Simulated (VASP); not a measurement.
A run of VASP 6.6.1:

Contents of INCAR:

```
PREC     = Accurate       # precision mode
ENCUT    = 600            # plane-wave cutoff, eV
EDIFF    = 1E-6           # SCF threshold, eV
ISMEAR   = 0              # smearing method
SIGMA    = 0.1            # smearing width, eV
LREAL    = False          # projectors in reciprocal space
LASPH    = True           # aspherical terms in the spheres
NELM     = 100            # most SCF steps
ALGO     = Fast           # electronic algorithm
ISIF     = 3              # what is computed and relaxed
LWAVE    = False          # write WAVECAR
LCHARG   = False          # write CHGCAR
GGA      = PE             # functional
IBRION   = 2              # ionic algorithm
NSW      = 65             # ionic steps
EDIFFG   = -0.01          # ionic threshold
```

The input KPOINTS:

```
Automatic mesh
0
Gamma
  21 21 6
```

POSCAR

```
Fe
1.0
    2.4606269722      0.0000000000      0.0000000000
   -1.2303134861      2.1309654672      0.0000000000
    0.0000000000      0.0000000000      7.7798082622
Fe
4
Direct
    0.0000000000      0.0000000000      0.0000000000
    0.3333333333      0.6666666667      0.2500000000
    0.0000000000      0.0000000000      0.5000000000
    0.6666666667      0.3333333333      0.7500000000
```

Potentials or basis: VASP PAW PBE potentials, release 64 (Fe).

Launch:

```console
$ cat potpaw_PBE.64/Fe/POTCAR > POTCAR
$ mpirun -np 1 vasp_std > vasp.out
```

Hardware: 1 thread of Intel(R) Xeon(R) Platinum 8488C (Sapphire Rapids), on a shared host.

Problem. How long does it take, and how much memory?

Solution. Wall time 10 min on 1 thread of Intel(R) Xeon(R) Platinum 8488C (Sapphire Rapids), with other jobs on the host, peak memory 0.29 GiB. Counts: scf iterations 61, k points 192, ion steps 5.
